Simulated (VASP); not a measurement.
**NaCl: vibrations by perturbation theory with LDA**

The system is NaCl.

```
Na Cl
1.0
     2.59694    2.59694    0.00000
    -2.59694    2.59694    0.00000
     0.00000    2.59694    2.59694
Na Cl
1 1
Direct
  0.00000 0.00000 0.00000
  0.50000 0.50000 0.00000
```

```json
{
  "Program": "VASP 6.6.1",
  "Task": "vibrations by perturbation theory",
  "Functional": "LDA",
  "Potentials or basis": "VASP PAW LDA potentials, release 64 (Na_pv, Cl)",
  "Cutoff": "520 eV",
  "k mesh": "8 × 8 × 8",
  "Occupations": "gaussian, width 0.01 eV",
  "Spin": "no spin polarisation",
  "Dipole correction": "no",
  "Further INCAR settings": "ALGO = Normal; EDIFF = 1e-08; IBRION = 8; NSW = 1"
}
```

| Property | Result |
| --- | --- |
| Highest phonon frequency at Γ, LO-TO splitting left out | 263 cm⁻¹ |

Phonon frequencies in cm⁻¹ (negative: imaginary):
| q point | frequencies |
| --- | --- |
| (0.000, 0.000, 0.000) | 0 0 0 263 263 263 |

Wall time 37 s on 1 thread of Intel(R) Xeon(R) 6975P-C (Granite Rapids), on a shared host, peak memory 0.18 GiB.

Caveat: the cell stands under pressure or tension, which shifts response properties.
